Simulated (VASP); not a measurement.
# BAs (F-43m) in VASP: further runs

The runs below take BAs through single point, with PBE.

Everything below comes from runs of VASP 6.6.1. Logs are shortened: lines on timing, memory, paths and dates and some standing lists are left out, and cuts for length are marked.

**1. The cell of the first run**

The structure is cubic, space group F-43m (No. 216). The conventional cell has a = 4.736 Å, b = 4.736 Å, c = 4.736 Å, α = 90.00°, β = 90.00°, γ = 90.00°. B (site symmetry -43m) has 4 As at 2.05 Å within 2.7 Å. As (site symmetry -43m) has 4 B at 2.05 Å within 2.7 Å.

**2. Single point, PBE (strain -1.0%)**

Contents of INCAR:

```
SYSTEM = BAs
ALGO     = Normal         ! electronic algorithm
EDIFF    = 1E-6           ! SCF threshold, eV
ENCUT    = 520            ! plane-wave cutoff, eV
GGA      = PE             ! functional
ISIF     = 2              ! what is computed and relaxed
ISMEAR   = -1             ! smearing method
LASPH    = .True.         ! aspherical terms in the spheres
LCHARG   = .False.        ! write CHGCAR
LREAL    = .False.        ! projectors in reciprocal space
LWAVE    = .False.        ! write WAVECAR
NBANDS   = 11             ! bands
NELM     = 100            ! most SCF steps
PREC     = Accurate       ! precision mode
SIGMA    = 0.02           ! smearing width, eV
```

Contents of KPOINTS:

```
k-points
0
Gamma
  10 10 10
  0 0 0
```

Contents of POSCAR:

```
BAs
1.0
    0.0000000000      2.3679489280      2.3679489280
    2.3679489280      0.0000000000      2.3679489280
    2.3679489280      2.3679489280      0.0000000000
B As
1 1
Direct
    0.0000000000      0.0000000000      0.0000000000
    0.2500000000      0.2500000000      0.2500000000
```

Potentials or basis: VASP PAW PBE potentials, release 64 (B, As).

On the command line:

```sh
cat potpaw_PBE.64/B/POTCAR potpaw_PBE.64/As/POTCAR > POTCAR
mpirun -np 1 vasp_std > vasp.out
```

OUTCAR:

```text
SYSTEM = BAs
   EDIFF = 1E-6
   ENCUT = 520
   GGA = PE
   ISIF = 2
   ISMEAR = -1
   LASPH = .True.
   LREAL = .False.
   NELM = 100
   PREC = Accurate

 ion  position               nearest neighbor table
   1  0.000  0.000  0.000-   2 2.05   2 2.05   2 2.05   2 2.05
   2  0.250  0.250  0.250-   1 2.05   1 2.05   1 2.05   1 2.05

  LATTYP: Found a face centered cubic cell.
 ALAT       =     4.7358978560

  Lattice vectors:

 A1 = (   0.0000000000,   2.3679489280,   2.3679489280)
 A2 = (   2.3679489280,   0.0000000000,   2.3679489280)
 A3 = (   2.3679489280,   2.3679489280,   0.0000000000)

Analysis of symmetry for initial positions (statically):
=====================================================================
 Subroutine PRICEL returns:
 Original cell was already a primitive cell.

 Routine SETGRP: Setting up the symmetry group for a
 face centered cubic supercell.

 Subroutine GETGRP returns: Found 24 space group operations
 (whereof 24 operations were pure point group operations)
 out of a pool of 48 trial point group operations.

The static configuration has the point symmetry T_d .

Analysis of symmetry for dynamics (positions and initial velocities):
=====================================================================
 Subroutine PRICEL returns:
 Original cell was already a primitive cell.

 Routine SETGRP: Setting up the symmetry group for a
 face centered cubic supercell.

 Subroutine GETGRP returns: Found 24 space group operations
 (whereof 24 operations were pure point group operations)
 out of a pool of 48 trial point group operations.

The dynamic configuration has the point symmetry T_d .

 Subroutine INISYM returns: Found 24 space group operations
 (whereof 24 operations are pure point group operations),
 and found     1 'primitive' translations

----------------------------------------------------------------------------------------

                                     Primitive cell

  volume of cell :      26.5550

  direct lattice vectors                    reciprocal lattice vectors
     0.000000000  2.367948928  2.367948928    -0.211153203  0.211153203  0.211153203
     2.367948928  0.000000000  2.367948928     0.211153203 -0.211153203  0.211153203
     2.367948928  2.367948928  0.000000000     0.211153203  0.211153203 -0.211153203

  length of vectors
     3.348785489  3.348785489  3.348785489     0.365728075  0.365728075  0.365728075

  position of ions in fractional coordinates (direct lattice)
     0.000000000  0.000000000  0.000000000
     0.250000000  0.250000000  0.250000000

  ion indices of the primitive-cell ions
   primitive index   ion index
                 1           1
                 2           2

----------------------------------------------------------------------------------------

 KPOINTS: k-points

Automatic generation of k-mesh.
 Grid dimensions read from file:
 generate k-points for:   10   10   10

 Generating k-lattice:

  Cartesian coordinates                     Fractional coordinates (reciprocal lattice)
    -0.021115320  0.021115320  0.021115320     0.100000000  0.000000000  0.000000000
     0.021115320 -0.021115320  0.021115320     0.000000000  0.100000000  0.000000000
     0.021115320  0.021115320 -0.021115320     0.000000000  0.000000000  0.100000000

  Length of vectors
     0.036572808  0.036572808  0.036572808

  Shift w.r.t. Gamma in fractional coordinates (k-lattice)
     0.000000000  0.000000000  0.000000000

 Subroutine IBZKPT returns following result:
 ===========================================

 Found     47 irreducible k-points:

 Following reciprocal coordinates:
            Coordinates               Weight
  0.000000  0.000000  0.000000      1.000000
  0.100000  0.000000  0.000000      8.000000
  0.200000  0.000000  0.000000      8.000000
  0.300000  0.000000  0.000000      8.000000
  0.400000  0.000000  0.000000      8.000000
  0.500000  0.000000  0.000000      4.000000
[... 16 lines left out ...]
  0.300000  0.300000  0.000000      6.000000
  0.400000  0.300000  0.000000     24.000000
 [... further k-points ...]
   k-points           NKPTS =     47   k-points in BZ     NKDIM =     47   number of bands    NBANDS=     11
   number of dos      NEDOS =    301   number of ions     NIONS =      2
   total plane-waves  NPLWV =  21952
   dimension x,y,z NGX =    28 NGY =   28 NGZ =   28
   dimension x,y,z NGXF=    56 NGYF=   56 NGZF=   56
   ions per type =               1   1
   NGX,Y,Z   is equivalent  to a cutoff of  13.90, 13.90, 13.90 a.u.
   NGXF,Y,Z  is equivalent  to a cutoff of  27.80, 27.80, 27.80 a.u.
 SYSTEM =  BAs
   PREC   = accura    normal or accurate (medium, high low for compatibility)
   ISTART =      0    job   : 0-new  1-cont  2-samecut
   ICHARG =      2    charge: 1-file 2-atom 10-const
   ISPIN  =      1    spin polarized calculation?
   LNONCOLLINEAR =      F non collinear calculations
   LSORBIT =      F    spin-orbit coupling
   LASPH  =      T    aspherical Exc in radial PAW
   ENCUT  =  520.0 eV  38.22 Ry    6.18 a.u.   6.23  6.23  6.23*2*pi/ulx,y,z
   NELM   =    100;   NELMIN=  2; NELMDL= -5     # of ELM steps
   EDIFF  = 0.1E-05   stopping-criterion for ELM
   LREAL  =      F    real-space projection
   EDIFFG = 0.1E-04   stopping-criterion for IOM
   NSW    =      0    number of steps for IOM
   IBRION =     -1    ionic relax: 0-MD 1-quasi-New 2-CG
   NFREE  =      0    steps in history (QN), initial steepest desc. (CG)
   ISIF   =      2    stress and relaxation
   ISYM   =      2    0-nonsym 1-usesym 2-fastsym
   POTIM  = 0.5000    time-step for ionic-motion
   TEBEG  =    0.0;   TEEND  =   0.0 temperature during run
   PSTRESS=    0.0 pullay stress
   NELECT =       8.0000    total number of electrons
   NUPDOWN=      -1.0000    fix difference up-down
   EMIN   =  10.00;   EMAX   =-10.00  energy-range for DOS
   EFERMI =   0.00;   METHOD = LEGACY
   ISMEAR =    -1;   SIGMA  =   0.02  broadening in eV -4-tet -1-fermi 0-gaus
   EFERMI_NEDOS =   21; number of points for ismear=-14 and -15
   IALGO  =     38    algorithm
   IMIX   =      4    mixing-type and parameters
     AMIX     =   0.40;   BMIX     =  1.00
     AMIX_MAG =   1.60;   BMIX_MAG =  1.00
  volume/ion in A,a.u.               =      13.28        89.60
  Fermi-wavevector in a.u.,A,eV,Ry     =   1.097461  2.073901 16.387143  1.204421
  Thomas-Fermi vector in A             =   2.233822
   LORBIT       =      0    0 simple, 1 ext, 2 COOP (PROOUT), +10 PAW based schemes
   GGA     = PE    functional components
   LHFCALC =     F    Hartree Fock is set to
   AEXX    =    0.0000 exact exchange contribution
   IVDW    =     0    specifies the selected vdW correction
   LEPSILON=     F    determine dielectric tensor
   LRPA    =     F    only Hartree local field effects (RPA)
 non-spin polarized calculation
  energy-cutoff  :      520.00
  volume of cell :       26.56
 maximum number of plane-waves:       728
 NGX is ok and might be reduce to    28
   NGX = 13   NGY = 13   NGZ = 13

 number of electron       8.0000000 magnetization

 Free energy of the ion-electron system (eV)
  ---------------------------------------------------
  ext. energy  EPLUGINS =         0.00000000
  ---------------------------------------------------
  free energy    TOTEN  =       -11.38282887 eV

  energy without entropy =      -11.38282887  energy(sigma->0) =      -11.38282887

 E-fermi :   6.8737     XC(G=0): -10.6970

 val. band max:        6.4156060985   @ k =   0.0000   0.0000   0.0000
 cond. band min:       7.5639192655   @ k =   0.4000   0.4000   0.0000
 fundamental gap:      1.1483131670
 Fermi energy:         6.8737032124

 k-point     1 :       0.0000    0.0000    0.0000
  band No.  band energies     occupation
      1      -9.2251      2.00000
      2       6.4156      2.00000
      3       6.4156      2.00000
      4       6.4156      2.00000
      5       9.7252      0.00000
      6       9.7252      0.00000
      7       9.7252      0.00000
      8      11.4348      0.00000
      9      16.1265      0.00000
     10      19.4718      0.00000
     11      19.4718      0.00000

 k-point     2 :       0.1000    0.0000    0.0000
  band No.  band energies     occupation
      1      -9.0569      2.00000
      2       5.0040      2.00000
      3       6.1048      2.00000
      4       6.1048      2.00000
      5       9.9247      0.00000
      6      10.1337      0.00000
      7      10.1337      0.00000
      8      12.2506      0.00000
      9      16.7911      0.00000
     10      18.3714      0.00000
     11      18.3714      0.00000

 k-point     3 :       0.2000    0.0000    0.0000
  band No.  band energies     occupation
      1      -8.5605      2.00000
      2       2.5958      2.00000
      3       5.5152      2.00000
      4       5.5152      2.00000
      5       9.7524      0.00000
      6      10.8646      0.00000
      7      10.8646      0.00000
      8      13.8121      0.00000
      9      17.6393      0.00000
     10      17.6393      0.00000
     11      17.7926      0.00000

 k-point     4 :       0.3000    0.0000    0.0000
  band No.  band energies     occupation
      1      -7.7711      2.00000
      2       0.2540      2.00000
      3       4.9954      2.00000
      4       4.9954      2.00000
      5       9.4961      0.00000
      6      11.2605      0.00000
      7      11.2605      0.00000
      8      15.0042      0.00000
      9      17.9216      0.00000
     10      18.1120      0.00000
     11      18.1120      0.00000

 k-point     5 :       0.4000    0.0000    0.0000
  band No.  band energies     occupation
      1      -6.8204      2.00000
      2      -1.6724      2.00000
      3       4.6625      2.00000
      4       4.6625      2.00000
      5       9.3212      0.00000
      6      11.2708      0.00000
      7      11.2708      0.00000
      8      15.3433      0.00000
      9      18.6752      0.00000
     10      19.6882      0.00000
     11      19.6882      0.00000
[... 211 lines left out ...]
 k-point    21 :      -0.3000    0.2000    0.0000
  band No.  band energies     occupation
      1      -6.6036      2.00000
      2      -0.7440      2.00000
      3       1.6852      2.00000
      4       4.4100      2.00000
      5      10.0007      0.00000
      6      12.4324      0.00000
      7      12.7428      0.00000
      8      14.6916      0.00000
      9      17.1695      0.00000
     10      18.6991      0.00000
     11      21.9766      0.00000

 k-point    22 :      -0.2000    0.2000    0.0000
  band No.  band energies     occupation
      1      -7.5009      2.00000
      2       0.8753      2.00000
      3       2.2315      2.00000
      4       5.0905      2.00000
      5      10.4451      0.00000
      6      11.6026      0.00000
      7      12.5327      0.00000
      8      13.5539      0.00000
      9      16.3367      0.00000
     10      19.2123      0.00000
     11      20.8722      0.00000

 k-point    23 :       0.3000    0.3000    0.0000
  band No.  band energies     occupation
      1      -7.2600      2.00000
      2       1.1672      2.00000
      3       3.1380      2.00000
      4       3.1380      2.00000
      5       7.7933      0.00000
      6      10.0843      0.00000
      7      15.0346      0.00000
      8      15.0346      0.00000
      9      17.6515      0.00000
     10      21.6515      0.00000
     11      21.7879      0.00000

 k-point    24 :       0.4000    0.3000    0.0000
  band No.  band energies     occupation
      1      -6.5096      2.00000
      2      -0.1124      2.00000
      3       2.3303      2.00000
      4       2.8343      2.00000
      5       8.0977      0.00000
      6       9.8185      0.00000
      7      15.4384      0.00000
      8      15.6553      0.00000
      9      18.6972      0.00000
     10      22.4577      0.00000
     11      22.5695      0.00000

 [... further k-points ...]
[... 5 lines left out ...]
  --------------------------------------------------------------------------------------
  -------------------------------------------------------------------------------------
  Total        1.2284294      1.2284294      1.2284294     -0.0000000      0.0000000      0.0000000
  in kB       74.1163119     74.1163119     74.1163119     -0.0000000      0.0000000      0.0000000
  external PRESSURE =      74.1163119 kB  Pullay stress =       0.0000000 kB

 VOLUME and BASIS-vectors are now :
 -----------------------------------------------------------------------------
  energy-cutoff  :      520.00
  volume of cell :       26.56
      direct lattice vectors                 reciprocal lattice vectors
     0.000000000  2.367948928  2.367948928    -0.211153203  0.211153203  0.211153203
     2.367948928  0.000000000  2.367948928     0.211153203 -0.211153203  0.211153203
     2.367948928  2.367948928  0.000000000     0.211153203  0.211153203 -0.211153203

 POSITION                                       TOTAL-FORCE (eV/Angst)
 -----------------------------------------------------------------------------------
      0.00000      0.00000      0.00000        -0.000000      0.000000      0.000000
      1.18397      1.18397      1.18397         0.000000     -0.000000     -0.000000
 -----------------------------------------------------------------------------------
    total drift:                               -0.000000     -0.000000     -0.000000

  FREE ENERGIE OF THE ION-ELECTRON SYSTEM (eV)
  ---------------------------------------------------
  free  energy   TOTEN  =       -11.3828288741 eV

  energy  without entropy=      -11.3828288741  energy(sigma->0) =      -11.38282887
```

Run time: 13 s. Hardware: 1 thread of Intel Xeon 6975P-C, shared host; peak memory 0.16 GiB.

What came out:

| Item | Value |
| --- | --- |
| Free energy | -11.3828 eV |
| Pressure | 7.4 GPa |
| Band gap on the k mesh | 1.15 eV, indirect (least direct gap 3.31 eV) |

Caveat: the cell differs from its parent crystal (strain -1.0%).

(Part 1 of 2 ends here.)
